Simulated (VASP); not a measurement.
# Pd in VASP: a series of runs

Pd is run at these levels: PBE; tasks: single point.

Everything below comes from runs of VASP 6.6.1. Logs are shortened: lines on timing, memory, paths and dates and some standing lists are left out, and cuts for length are marked.

## Step 1: The cell of the first run

The cell holds a slab with vacuum, 5 atoms: a = 2.789 Å, b = 2.789 Å, c = 23.888 Å, α = 90.00°, β = 90.00°, γ = 90.00°.

## Step 2: Single point, PBE

INCAR

```
  PREC = Accurate
  ENCUT = 520
  EDIFF = 1E-6
  ISMEAR = -1
  SIGMA = 0.05
  LREAL = False
  LASPH = True
  NELM = 80
  ALGO = Normal
  ISIF = 2
  LWAVE = False
  LCHARG = True
  LDIPOL = True
  IDIPOL = 3
  DIPOL = 0.5 0.5 0.500
  GGA = PE
  LELF = True
  LVHAR = True
  LVACPOTAV = True
  NBANDS = 33
```

KPOINTS

```
Automatic mesh
0
Gamma
  12 12 1
```

POSCAR

```
Pd
1.0
    2.7888697457      0.0000000000      0.0000000000
    0.0000000000      2.7888697457      0.0000000000
    0.0000000000      0.0000000000     23.8881000000
Pd
5
Direct
    0.0000000000      0.0000000000      0.3368137274
    0.5000000000      0.5000000000      0.4180431711
    0.0000000000      0.0000000000      0.5000000001
    0.5000000000      0.5000000000      0.5819568293
    0.0000000000      0.0000000000      0.6631862723
```

Potentials or basis: VASP PAW PBE potentials, release 64 (Pd).

Started as:

```console
> cat potpaw_PBE.64/Pd/POTCAR > POTCAR
> mpirun -np 1 vasp_std > vasp.out
```

OUTCAR:

```text
PREC = Accurate
   ENCUT = 520
   EDIFF = 1E-6
   ISMEAR = -1
   LREAL = False
   LASPH = True
   NELM = 80
   ISIF = 2
   GGA = PE

 ion  position               nearest neighbor table
   1  0.000  0.000  0.337-   2 2.77   2 2.77   2 2.77   2 2.77
   2  0.500  0.500  0.418-   1 2.77   1 2.77   1 2.77   1 2.77   3 2.78   3 2.78   3 2.78   3 2.78

   3  0.000  0.000  0.500-   2 2.78   2 2.78   2 2.78   2 2.78   4 2.78   4 2.78   4 2.78   4 2.78

   4  0.500  0.500  0.582-   5 2.77   5 2.77   5 2.77   5 2.77   3 2.78   3 2.78   3 2.78   3 2.78

   5  0.000  0.000  0.663-   4 2.77   4 2.77   4 2.77   4 2.77

  LATTYP: Found a simple tetragonal cell.
 ALAT       =     2.7888697457
 C/A-ratio  =     8.5655129777

  Lattice vectors:

 A1 = (   2.7888697457,   0.0000000000,   0.0000000000)
 A2 = (   0.0000000000,   2.7888697457,   0.0000000000)
 A3 = (   0.0000000000,   0.0000000000,  23.8881000000)

Analysis of symmetry for initial positions (statically):
=====================================================================
 Subroutine PRICEL returns:
 Original cell was already a primitive cell.

 Routine SETGRP: Setting up the symmetry group for a
 simple tetragonal supercell.

 Subroutine GETGRP returns: Found 16 space group operations
 (whereof 16 operations were pure point group operations)
 out of a pool of 16 trial point group operations.

The static configuration has the point symmetry D_4h.

Analysis of symmetry for dynamics (positions and initial velocities):
=====================================================================
 Subroutine PRICEL returns:
 Original cell was already a primitive cell.

 Routine SETGRP: Setting up the symmetry group for a
 simple tetragonal supercell.

 Subroutine GETGRP returns: Found 16 space group operations
 (whereof 16 operations were pure point group operations)
 out of a pool of 16 trial point group operations.

The dynamic configuration has the point symmetry D_4h.

 Subroutine INISYM returns: Found 16 space group operations
 (whereof 16 operations are pure point group operations),
 and found     1 'primitive' translations

----------------------------------------------------------------------------------------

                                     Primitive cell

  volume of cell :     185.7967

  direct lattice vectors                    reciprocal lattice vectors
     2.788869746  0.000000000  0.000000000     0.358568198  0.000000000  0.000000000
     0.000000000  2.788869746  0.000000000     0.000000000  0.358568198  0.000000000
     0.000000000  0.000000000 23.888100000     0.000000000  0.000000000  0.041861848

  length of vectors
     2.788869746  2.788869746 23.888100000     0.358568198  0.358568198  0.041861848

  position of ions in fractional coordinates (direct lattice)
     0.000000000  0.000000000  0.336813727
     0.500000000  0.500000000  0.418043171
     0.000000000  0.000000000  0.500000000
     0.500000000  0.500000000  0.581956829
     0.000000000  0.000000000  0.663186272

  ion indices of the primitive-cell ions
   primitive index   ion index
                 1           1
                 2           2
                 3           3
                 4           4
                 5           5

----------------------------------------------------------------------------------------

 KPOINTS: Automatic mesh

Automatic generation of k-mesh.
 Grid dimensions read from file:
 generate k-points for:   12   12    1

 Generating k-lattice:

  Cartesian coordinates                     Fractional coordinates (reciprocal lattice)
     0.029880683  0.000000000  0.000000000     0.083333333  0.000000000  0.000000000
     0.000000000  0.029880683  0.000000000     0.000000000  0.083333333  0.000000000
     0.000000000  0.000000000  0.041861848     0.000000000  0.000000000  1.000000000

  Length of vectors
     0.029880683  0.029880683  0.041861848

  Shift w.r.t. Gamma in fractional coordinates (k-lattice)
     0.000000000  0.000000000  0.000000000

 Subroutine IBZKPT returns following result:
 ===========================================

 Found     28 irreducible k-points:

 Following reciprocal coordinates:
            Coordinates               Weight
  0.000000  0.000000  0.000000      1.000000
  0.083333  0.000000  0.000000      4.000000
  0.166667  0.000000  0.000000      4.000000
  0.250000  0.000000  0.000000      4.000000
  0.333333  0.000000  0.000000      4.000000
  0.416667  0.000000  0.000000      4.000000
[... 16 lines left out ...]
  0.333333  0.333333  0.000000      4.000000
  0.416667  0.333333  0.000000      8.000000
 [... further k-points ...]
   k-points           NKPTS =     28   k-points in BZ     NKDIM =     28   number of bands    NBANDS=     33
   number of dos      NEDOS =    301   number of ions     NIONS =      5
   total plane-waves  NPLWV = 103680
   dimension x,y,z NGX =    24 NGY =   24 NGZ =  180
   dimension x,y,z NGXF=    48 NGYF=   48 NGZF=  360
   ions per type =               5
   NGX,Y,Z   is equivalent  to a cutoff of  14.31, 14.31, 12.53 a.u.
   NGXF,Y,Z  is equivalent  to a cutoff of  28.61, 28.61, 25.05 a.u.
 SYSTEM =  unknown system
   PREC   = accura    normal or accurate (medium, high low for compatibility)
   ISTART =      0    job   : 0-new  1-cont  2-samecut
   ICHARG =      2    charge: 1-file 2-atom 10-const
   ISPIN  =      1    spin polarized calculation?
   LNONCOLLINEAR =      F non collinear calculations
   LSORBIT =      F    spin-orbit coupling
   LASPH  =      T    aspherical Exc in radial PAW
   ENCUT  =  520.0 eV  38.22 Ry    6.18 a.u.   5.19  5.19 44.42*2*pi/ulx,y,z
   NELM   =     80;   NELMIN=  2; NELMDL= -5     # of ELM steps
   EDIFF  = 0.1E-05   stopping-criterion for ELM
   LREAL  =      F    real-space projection
   EDIFFG = 0.1E-04   stopping-criterion for IOM
   NSW    =      0    number of steps for IOM
   IBRION =     -1    ionic relax: 0-MD 1-quasi-New 2-CG
   NFREE  =      0    steps in history (QN), initial steepest desc. (CG)
   ISIF   =      2    stress and relaxation
   ISYM   =      2    0-nonsym 1-usesym 2-fastsym
   POTIM  = 0.5000    time-step for ionic-motion
   TEBEG  =    0.0;   TEEND  =   0.0 temperature during run
   PSTRESS=    0.0 pullay stress
   NELECT =      50.0000    total number of electrons
   NUPDOWN=      -1.0000    fix difference up-down
   EMIN   =  10.00;   EMAX   =-10.00  energy-range for DOS
   EFERMI =   0.00;   METHOD = LEGACY
   ISMEAR =    -1;   SIGMA  =   0.05  broadening in eV -4-tet -1-fermi 0-gaus
   EFERMI_NEDOS =   21; number of points for ismear=-14 and -15
   IALGO  =     38    algorithm
   IMIX   =      4    mixing-type and parameters
     AMIX     =   0.40;   BMIX     =  1.00
     AMIX_MAG =   1.60;   BMIX_MAG =  1.00
  volume/ion in A,a.u.               =      37.16       250.76
  Fermi-wavevector in a.u.,A,eV,Ry     =   1.056944  1.997335 15.199496  1.117131
  Thomas-Fermi vector in A             =   2.192199
   LORBIT       =      0    0 simple, 1 ext, 2 COOP (PROOUT), +10 PAW based schemes
   GGA     = PE    functional components
   LHFCALC =     F    Hartree Fock is set to
   AEXX    =    0.0000 exact exchange contribution
   IVDW    =     0    specifies the selected vdW correction
   LEPSILON=     F    determine dielectric tensor
   LRPA    =     F    only Hartree local field effects (RPA)
 non-spin polarized calculation
  energy-cutoff  :      520.00
  volume of cell :      185.80
 maximum number of plane-waves:      5041
 NGX is ok and might be reduce to    24
   NGX = 11   NGY = 11   NGZ = 89

 dipolmoment           0.000000      0.000000      0.000000 electrons x Angstroem

 number of electron      50.0000018 magnetization

 dipolmoment           0.000000      0.000000     -0.000000 electrons x Angstroem

 Free energy of the ion-electron system (eV)
  ---------------------------------------------------
  ext. energy  EPLUGINS =         0.00000000
  ---------------------------------------------------
  free energy    TOTEN  =       -24.65476462 eV

  energy without entropy =      -24.55607640  energy(sigma->0) =      -24.60542051

 E-fermi :   0.7770     XC(G=0):  -6.0750

 val. band max:        0.7597112014   @ k =   0.5000   0.0000   0.0000
 cond. band min:       0.7778697066   @ k =   0.5000   0.3333   0.0000
 fundamental gap:      0.0181585052
 Fermi energy:         0.7770253661

 k-point     1 :       0.0000    0.0000    0.0000
  band No.  band energies     occupation
      1      -5.6949      2.00000
      2      -4.6298      2.00000
      3      -4.1569      2.00000
      4      -3.9014      2.00000
      5      -3.5515      2.00000
      6      -3.4973      2.00000
[... 25 lines left out ...]
     32       5.7624      0.00000
     33       6.2015      0.00000

 k-point     2 :       0.0833    0.0000    0.0000
  band No.  band energies     occupation
      1      -5.5395      2.00000
      2      -4.4978      2.00000
      3      -4.0577      2.00000
      4      -3.8072      2.00000
      5      -3.4657      2.00000
      6      -3.3912      2.00000
[... 25 lines left out ...]
     32       5.9009      0.00000
     33       6.3666      0.00000

 k-point     3 :       0.1667    0.0000    0.0000
  band No.  band energies     occupation
      1      -5.1063      2.00000
      2      -4.1890      2.00000
      3      -3.8528      2.00000
      4      -3.4806      2.00000
      5      -3.3454      2.00000
      6      -3.2724      2.00000
[... 25 lines left out ...]
     32       6.3137      0.00000
     33       6.8717      0.00000

 k-point     4 :       0.2500    0.0000    0.0000
  band No.  band energies     occupation
      1      -4.5148      2.00000
      2      -3.9592      2.00000
      3      -3.6586      2.00000
      4      -3.2718      2.00000
      5      -3.2123      2.00000
      6      -2.9705      2.00000
[... 25 lines left out ...]
     32       6.9907      0.00000
     33       7.7082      0.00000

 k-point     5 :       0.3333    0.0000    0.0000
  band No.  band energies     occupation
      1      -4.0550      2.00000
      2      -3.9350      2.00000
      3      -3.5620      2.00000
      4      -3.1694      2.00000
      5      -3.0845      2.00000
      6      -2.4972      2.00000
[... 604 lines left out ...]
 k-point    22 :       0.5000    0.2500    0.0000
  band No.  band energies     occupation
      1      -3.4963      2.00000
      2      -3.4848      2.00000
      3      -3.4162      2.00000
      4      -3.4053      2.00000
      5      -3.1186      2.00000
      6      -2.7299      2.00000
[... 25 lines left out ...]
     32       7.3415      0.00000
     33       8.9259      0.00000

 k-point    23 :       0.3333    0.3333    0.0000
  band No.  band energies     occupation
      1      -3.5869      2.00000
      2      -3.4567      2.00000
      3      -3.4020      2.00000
      4      -3.3046      2.00000
      5      -2.8686      2.00000
      6      -2.8329      2.00000
[... 25 lines left out ...]
     32       9.1890      0.00000
     33       9.4094      0.00000

 k-point    24 :       0.4167    0.3333    0.0000
  band No.  band energies     occupation
      1      -3.7154      2.00000
      2      -3.6584      2.00000
      3      -3.5677      2.00000
      4      -3.5241      2.00000
      5      -3.0799      2.00000
      6      -3.0303      2.00000
[... 25 lines left out ...]
     32       8.8221      0.00000
     33       9.4776      0.00000

 [... further k-points ...]

------------------------ aborting loop because EDIFF is reached ----------------------------------------

  FORCE on cell =-STRESS in cart. coord.  units (eV):
  Direction    XX          YY          ZZ          XY          YZ          ZX
  --------------------------------------------------------------------------------------
  -------------------------------------------------------------------------------------
  Total       -1.9014288     -1.9014288     -0.1278389      0.0000000     -0.0000000      0.0000000
  in kB      -16.3965539    -16.3965539     -1.1023907      0.0000000     -0.0000000      0.0000000
  external PRESSURE =     -11.2984995 kB  Pullay stress =       0.0000000 kB

 VOLUME and BASIS-vectors are now :
 -----------------------------------------------------------------------------
  energy-cutoff  :      520.00
  volume of cell :      185.80
      direct lattice vectors                 reciprocal lattice vectors
     2.788869746  0.000000000  0.000000000     0.358568198  0.000000000  0.000000000
     0.000000000  2.788869746  0.000000000     0.000000000  0.358568198  0.000000000
     0.000000000  0.000000000 23.888100000     0.000000000  0.000000000  0.041861848

 POSITION                                       TOTAL-FORCE (eV/Angst)
 -----------------------------------------------------------------------------------
      0.00000      0.00000      8.04584        -0.000000     -0.000000      0.012033
      1.39443      1.39443      9.98626         0.000000      0.000000     -0.000306
      0.00000      0.00000     11.94405         0.000000      0.000000      0.000000
      1.39443      1.39443     13.90184         0.000000      0.000000      0.000306
      0.00000      0.00000     15.84226         0.000000      0.000000     -0.012033
 -----------------------------------------------------------------------------------
    total drift:                                0.000000      0.000000     -0.000005

  FREE ENERGIE OF THE ION-ELECTRON SYSTEM (eV)
  ---------------------------------------------------
  free  energy   TOTEN  =       -24.6547646210 eV

  energy  without entropy=      -24.5560764020  energy(sigma->0) =      -24.60542051

 vacuum level on the upper side and lower side of the slab         5.887         5.887
```

It took 5.4 min on 1 thread of AMD EPYC 7R13 (Zen 3), shared host; peak memory 0.34 GiB.

Results:

```yaml
Free_energy: -24.6548 eV
Largest_force: 0.012 eV/Å
Band_gap_on_the_k_mesh: zero (bands 25 and 26 overlap by 0.96 eV)
```

Forces on the atoms (eV/Å):
```
Pd   0.000  0.000  0.012
Pd   0.000  0.000  0.000
Pd   0.000  0.000  0.000
Pd   0.000  0.000  0.000
Pd   0.000  0.000 -0.012
```

## Step 3: Single point, PBE

INCAR

```
ALGO     = Normal         # electronic algorithm
EDIFF    = 1E-6           # SCF threshold, eV
ENCUT    = 520            # plane-wave cutoff, eV
GGA      = PE             # functional
ISIF     = 2              # what is computed and relaxed
ISMEAR   = -1             # smearing method
LASPH    = True           # aspherical terms in the spheres
LCHARG   = False          # write CHGCAR
LREAL    = False          # projectors in reciprocal space
LWAVE    = False          # write WAVECAR
NBANDS   = 33             # bands
NELM     = 60             # most SCF steps
PREC     = Accurate       # precision mode
SIGMA    = 0.05           # smearing width, eV
```

KPOINTS

```
k-points
0
Gamma
  12 12 1
```

POSCAR is that of step 2.

Potentials or basis: VASP PAW PBE potentials, release 64 (Pd).

Started as:

```console
> cat potpaw_PBE.64/Pd/POTCAR > POTCAR
> mpirun -np 1 vasp_std > vasp.out
```

It took 5.5 min on 1 thread of AMD EPYC 7R13 (Zen 3), shared host; peak memory 0.34 GiB.

It converged, with:

```yaml
Free_energy: -24.6548 eV
Largest_force: 0.012 eV/Å
Band_gap_on_the_k_mesh: zero (bands 25 and 26 overlap by 0.96 eV)
```

Forces in eV/Å, atoms in the order of the input:
```
Pd   0.000  0.000  0.012
Pd   0.000  0.000  0.000
Pd   0.000  0.000  0.000
Pd   0.000  0.000  0.000
Pd   0.000  0.000 -0.012
```

Levels at points of the mesh, in eV from the Fermi level:
| k point | band 23 | band 24 | band 25 | band 26 | band 27 | band 28 |
| --- | --- | --- | --- | --- | --- | --- |
| (0.00, 0.00, 0.00) | -0.30 | -0.30 | -0.19 | -0.09 | 0.00 | 0.16 |
| (0.50, 0.00, 0.00) | -0.17 | -0.13 | -0.02 | 1.53 | 1.86 | 2.17 |
| (0.50, 0.50, 0.00) | 0.28 | 0.59 | 0.59 | 4.14 | 4.14 | 5.98 |

Caveat: there is no dipole correction, which matters where the two faces differ.
